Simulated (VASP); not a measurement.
# HfO2 (Fm-3m) in VASP: further runs

The runs below take HfO2 through single point, with PBE.

All numbers are computed with VASP 6.6.1; they aren't measurements. Logs are shortened: lines on timing, memory, paths and dates and some standing lists are left out, and cuts for length are marked.

## 1. The cell of the first run

It takes space group Fm-3m (No. 225, cubic). The conventional cell has a = 5.115 Å, b = 5.115 Å, c = 5.115 Å, α = 90.00°, β = 90.00°, γ = 90.00°. Within 2.9 Å of Hf (site symmetry m-3m) lie 8 O at 2.21 Å. O (site symmetry -43m) has 4 Hf at 2.21 Å and 6 O at 2.56 Å within 2.9 Å.

## 2. Single point, PBE

INCAR reads:

```
PREC     = Accurate       # precision mode
ENCUT    = 520            # plane-wave cutoff, eV
EDIFF    = 1E-6           # SCF threshold, eV
ISMEAR   = 0              # smearing method
SIGMA    = 0.018000000000000002 # smearing width, eV
LREAL    = False          # projectors in reciprocal space
LASPH    = True           # aspherical terms in the spheres
NELM     = 80             # most SCF steps
ALGO     = Normal         # electronic algorithm
ISIF     = 2              # what is computed and relaxed
LWAVE    = False          # write WAVECAR
LCHARG   = False          # write CHGCAR
GGA      = PE             # functional
NBANDS   = 18             # bands
```

KPOINTS reads:

```
Automatic mesh
0
Gamma
  9 9 9
```

POSCAR reads:

```
HfO2
1.0
    0.0000000000      2.5575000000      2.5575000000
    2.5575000000      0.0000000000      2.5575000000
    2.5575000000      2.5575000000      0.0000000000
Hf O
1 2
Direct
    0.0000000000      0.0000000000      0.0000000000
    0.7500000000      0.7500000000      0.7500000000
    0.2500000000      0.2500000000      0.2500000000
```

Potentials or basis: VASP PAW PBE potentials, release 64 (Hf_pv, O).

The run is started by

```console
cat potpaw_PBE.64/Hf_pv/POTCAR potpaw_PBE.64/O/POTCAR > POTCAR
mpirun -np 1 vasp_std > vasp.out
```

OUTCAR:

```text
PREC = Accurate
   ENCUT = 520
   EDIFF = 1E-6
   ISMEAR = 0
   LREAL = False
   LASPH = True
   NELM = 80
   ISIF = 2
   GGA = PE

 ion  position               nearest neighbor table
   1  0.000  0.000  0.000-   2 2.21   2 2.21   2 2.21   2 2.21   3 2.21   3 2.21   3 2.21   3 2.21

   2  0.750  0.750  0.750-   1 2.21   1 2.21   1 2.21   1 2.21
   3  0.250  0.250  0.250-   1 2.21   1 2.21   1 2.21   1 2.21

  LATTYP: Found a face centered cubic cell.
 ALAT       =     5.1150000000

  Lattice vectors:

 A1 = (   0.0000000000,   2.5575000000,   2.5575000000)
 A2 = (   2.5575000000,   0.0000000000,   2.5575000000)
 A3 = (   2.5575000000,   2.5575000000,   0.0000000000)

Analysis of symmetry for initial positions (statically):
=====================================================================
 Subroutine PRICEL returns:
 Original cell was already a primitive cell.

 Routine SETGRP: Setting up the symmetry group for a
 face centered cubic supercell.

 Subroutine GETGRP returns: Found 48 space group operations
[... 9 lines left out ...]

 Routine SETGRP: Setting up the symmetry group for a
 face centered cubic supercell.

 Subroutine GETGRP returns: Found 48 space group operations
[... 11 lines left out ...]
                                     Primitive cell

  volume of cell :      33.4562

  direct lattice vectors                    reciprocal lattice vectors
     0.000000000  2.557500000  2.557500000    -0.195503421  0.195503421  0.195503421
     2.557500000  0.000000000  2.557500000     0.195503421 -0.195503421  0.195503421
     2.557500000  2.557500000  0.000000000     0.195503421  0.195503421 -0.195503421

  length of vectors
     3.616851186  3.616851186  3.616851186     0.338621859  0.338621859  0.338621859

  position of ions in fractional coordinates (direct lattice)
     0.000000000  0.000000000  0.000000000
     0.750000000  0.750000000  0.750000000
     0.250000000  0.250000000  0.250000000

  ion indices of the primitive-cell ions
   primitive index   ion index
                 1           1
                 2           2
                 3           3

----------------------------------------------------------------------------------------

 KPOINTS: Automatic mesh

Automatic generation of k-mesh.
 Grid dimensions read from file:
 generate k-points for:    9    9    9

 Generating k-lattice:

  Cartesian coordinates                     Fractional coordinates (reciprocal lattice)
    -0.021722602  0.021722602  0.021722602     0.111111111  0.000000000  0.000000000
     0.021722602 -0.021722602  0.021722602     0.000000000  0.111111111  0.000000000
     0.021722602  0.021722602 -0.021722602     0.000000000  0.000000000  0.111111111

  Length of vectors
     0.037624651  0.037624651  0.037624651

  Shift w.r.t. Gamma in fractional coordinates (k-lattice)
     0.000000000  0.000000000  0.000000000

 Subroutine IBZKPT returns following result:
 ===========================================

 Found     35 irreducible k-points:

 Following reciprocal coordinates:
            Coordinates               Weight
  0.000000  0.000000  0.000000      1.000000
  0.111111  0.000000  0.000000      8.000000
  0.222222  0.000000  0.000000      8.000000
  0.333333  0.000000  0.000000      8.000000
  0.444444  0.000000  0.000000      8.000000
  0.111111  0.111111  0.000000      6.000000
[... 16 lines left out ...]
 -0.333333  0.333333  0.000000     12.000000
  0.444444  0.444444  0.000000      6.000000
 [... further k-points ...]
   k-points           NKPTS =     35   k-points in BZ     NKDIM =     35   number of bands    NBANDS=     18
   number of dos      NEDOS =    301   number of ions     NIONS =      3
   total plane-waves  NPLWV =  21952
   dimension x,y,z NGX =    28 NGY =   28 NGZ =   28
   dimension x,y,z NGXF=    56 NGYF=   56 NGZF=   56
   ions per type =               1   2
   NGX,Y,Z   is equivalent  to a cutoff of  12.87, 12.87, 12.87 a.u.
   NGXF,Y,Z  is equivalent  to a cutoff of  25.74, 25.74, 25.74 a.u.
 SYSTEM =  unknown system
   PREC   = accura    normal or accurate (medium, high low for compatibility)
   ISTART =      0    job   : 0-new  1-cont  2-samecut
   ICHARG =      2    charge: 1-file 2-atom 10-const
   ISPIN  =      1    spin polarized calculation?
   LNONCOLLINEAR =      F non collinear calculations
   LSORBIT =      F    spin-orbit coupling
   LASPH  =      T    aspherical Exc in radial PAW
   ENCUT  =  520.0 eV  38.22 Ry    6.18 a.u.   6.72  6.72  6.72*2*pi/ulx,y,z
   NELM   =     80;   NELMIN=  2; NELMDL= -5     # of ELM steps
   EDIFF  = 0.1E-05   stopping-criterion for ELM
   LREAL  =      F    real-space projection
   EDIFFG = 0.1E-04   stopping-criterion for IOM
   NSW    =      0    number of steps for IOM
   IBRION =     -1    ionic relax: 0-MD 1-quasi-New 2-CG
   NFREE  =      0    steps in history (QN), initial steepest desc. (CG)
   ISIF   =      2    stress and relaxation
   ISYM   =      2    0-nonsym 1-usesym 2-fastsym
   POTIM  = 0.5000    time-step for ionic-motion
   TEBEG  =    0.0;   TEEND  =   0.0 temperature during run
   PSTRESS=    0.0 pullay stress
   NELECT =      22.0000    total number of electrons
   NUPDOWN=      -1.0000    fix difference up-down
   EMIN   =  10.00;   EMAX   =-10.00  energy-range for DOS
   EFERMI =   0.00;   METHOD = LEGACY
   ISMEAR =     0;   SIGMA  =   0.02  broadening in eV -4-tet -1-fermi 0-gaus
   EFERMI_NEDOS =   21; number of points for ismear=-14 and -15
   IALGO  =     38    algorithm
   IMIX   =      4    mixing-type and parameters
     AMIX     =   0.40;   BMIX     =  1.00
     AMIX_MAG =   1.60;   BMIX_MAG =  1.00
  volume/ion in A,a.u.               =      11.15        75.26
  Fermi-wavevector in a.u.,A,eV,Ry     =   1.423607  2.690227 27.574337  2.026657
  Thomas-Fermi vector in A             =   2.544186
   LORBIT       =      0    0 simple, 1 ext, 2 COOP (PROOUT), +10 PAW based schemes
   GGA     = PE    functional components
   LHFCALC =     F    Hartree Fock is set to
   AEXX    =    0.0000 exact exchange contribution
   IVDW    =     0    specifies the selected vdW correction
   LEPSILON=     F    determine dielectric tensor
   LRPA    =     F    only Hartree local field effects (RPA)
 non-spin polarized calculation
 Gauss-broadening in eV      SIGMA  =   0.02
  energy-cutoff  :      520.00
  volume of cell :       33.46
 maximum number of plane-waves:       914
   NGX = 13   NGY = 13   NGZ = 13

 number of electron      21.9999993 magnetization

 Free energy of the ion-electron system (eV)
  ---------------------------------------------------
  ext. energy  EPLUGINS =         0.00000000
  ---------------------------------------------------
  free energy    TOTEN  =       -30.23356050 eV

  energy without entropy =      -30.23356050  energy(sigma->0) =      -30.23356050

 E-fermi :   4.1212     XC(G=0): -11.6975

 val. band max:        4.0047842344   @ k =  -0.4444   0.4444   0.0000
 cond. band min:       7.8401339538   @ k =   0.4444   0.4444   0.0000
 fundamental gap:      3.8353497193
 Fermi energy:         4.1212027695

 k-point     1 :       0.0000    0.0000    0.0000
  band No.  band energies     occupation
      1     -25.7562      2.00000
      2     -25.7562      2.00000
      3     -25.7562      2.00000
      4     -14.5140      2.00000
      5     -11.6119      2.00000
      6      -1.1274      2.00000
[... 10 lines left out ...]
     17      14.1454      0.00000
     18      17.3890      0.00000

 k-point     2 :       0.1111    0.0000    0.0000
  band No.  band energies     occupation
      1     -25.8035      2.00000
      2     -25.7614      2.00000
      3     -25.7614      2.00000
      4     -14.3585      2.00000
      5     -11.7403      2.00000
      6      -1.0114      2.00000
[... 10 lines left out ...]
     17      13.9426      0.00000
     18      17.3645      0.00000

 k-point     3 :       0.2222    0.0000    0.0000
  band No.  band energies     occupation
      1     -25.9197      2.00000
      2     -25.7745      2.00000
      3     -25.7745      2.00000
      4     -13.9665      2.00000
      5     -12.0261      2.00000
      6      -0.7104      2.00000
[... 10 lines left out ...]
     17      13.5356      0.00000
     18      16.6821      0.00000

 k-point     4 :       0.3333    0.0000    0.0000
  band No.  band energies     occupation
      1     -26.0464      2.00000
      2     -25.7894      2.00000
      3     -25.7894      2.00000
      4     -13.5485      2.00000
      5     -12.2646      2.00000
      6      -0.3630      2.00000
[... 10 lines left out ...]
     17      13.3973      0.00000
     18      15.9353      0.00000

 k-point     5 :       0.4444    0.0000    0.0000
  band No.  band energies     occupation
      1     -26.1262      2.00000
      2     -25.7991      2.00000
      3     -25.7991      2.00000
      4     -13.3402      2.00000
      5     -12.3230      2.00000
      6      -0.1444      2.00000
[... 10 lines left out ...]
     17      13.1588      0.00000
     18      16.1209      0.00000

 k-point     6 :       0.1111    0.1111    0.0000
  band No.  band energies     occupation
      1     -25.8073      2.00000
      2     -25.7690      2.00000
      3     -25.7690      2.00000
      4     -14.3044      2.00000
      5     -11.7828      2.00000
      6      -0.9996      2.00000
[... 307 lines left out ...]
 k-point    21 :       0.4444    0.3333    0.0000
  band No.  band energies     occupation
      1     -26.1060      2.00000
      2     -25.8704      2.00000
      3     -25.8489      2.00000
      4     -12.7847      2.00000
      5     -12.6802      2.00000
      6      -1.6100      2.00000
[... 10 lines left out ...]
     17      14.8666      0.00000
     18      17.3466      0.00000

 k-point    22 :      -0.4444    0.3333    0.0000
  band No.  band energies     occupation
      1     -26.0935      2.00000
      2     -25.9324      2.00000
      3     -25.8458      2.00000
      4     -12.7886      2.00000
      5     -12.5774      2.00000
      6      -1.6183      2.00000
[... 10 lines left out ...]
     17      16.0870      0.00000
     18      17.2854      0.00000

 k-point    23 :      -0.3333    0.3333    0.0000
  band No.  band energies     occupation
      1     -26.0263      2.00000
      2     -26.0012      2.00000
      3     -25.8304      2.00000
      4     -12.8286      2.00000
      5     -12.5705      2.00000
      6      -1.2198      2.00000
[... 10 lines left out ...]
     17      15.8627      0.00000
     18      17.1488      0.00000

 k-point    24 :       0.4444    0.4444    0.0000
  band No.  band energies     occupation
      1     -26.1477      2.00000
      2     -25.8620      2.00000
      3     -25.8620      2.00000
      4     -12.7950      2.00000
      5     -12.5660      2.00000
      6      -2.1108      2.00000
[... 10 lines left out ...]
     17      15.8275      0.00000
     18      17.3608      0.00000

 [... further k-points ...]
[... 5 lines left out ...]
  --------------------------------------------------------------------------------------
  -------------------------------------------------------------------------------------
  Total       -1.2508624     -1.2508624     -1.2508624     -0.0000000      0.0000000      0.0000000
  in kB      -59.9022583    -59.9022583    -59.9022583     -0.0000000      0.0000000      0.0000000
  external PRESSURE =     -59.9022583 kB  Pullay stress =       0.0000000 kB

 VOLUME and BASIS-vectors are now :
 -----------------------------------------------------------------------------
  energy-cutoff  :      520.00
  volume of cell :       33.46
      direct lattice vectors                 reciprocal lattice vectors
     0.000000000  2.557500000  2.557500000    -0.195503421  0.195503421  0.195503421
     2.557500000  0.000000000  2.557500000     0.195503421 -0.195503421  0.195503421
     2.557500000  2.557500000  0.000000000     0.195503421  0.195503421 -0.195503421

 POSITION                                       TOTAL-FORCE (eV/Angst)
 -----------------------------------------------------------------------------------
      0.00000      0.00000      0.00000         0.000000     -0.000000     -0.000000
      3.83625      3.83625      3.83625         0.000000      0.000000     -0.000000
      1.27875      1.27875      1.27875        -0.000000     -0.000000      0.000000
 -----------------------------------------------------------------------------------
    total drift:                                0.000000      0.000000      0.000000

  FREE ENERGIE OF THE ION-ELECTRON SYSTEM (eV)
  ---------------------------------------------------
  free  energy   TOTEN  =       -30.2335604961 eV

  energy  without entropy=      -30.2335604961  energy(sigma->0) =      -30.23356050
```

Run time: 47 s. Hardware: 1 thread of AMD EPYC 7R43 (Zen 3), shared host; peak memory 0.13 GiB.

Results:

```
Free energy            : -30.2336 eV
Pressure               : -6.0 GPa
Band gap on the k mesh : 3.84 eV, indirect (least direct gap 3.95 eV)
```

Levels at points of the mesh, in eV from the valence-band top:
```
           k point  band 7  band 8  band 9  band 10  band 11  band 12  band 13  band 14  band 15  band 16
(0.00, 0.00, 0.00)   -5.13   -5.13   -0.54    -0.54    -0.54     3.86     3.86     5.67    10.14    10.14
```

Caveat: spin-orbit coupling is left out, which moves the levels of the heavy elements.

(Part 1 of 2 ends here.)
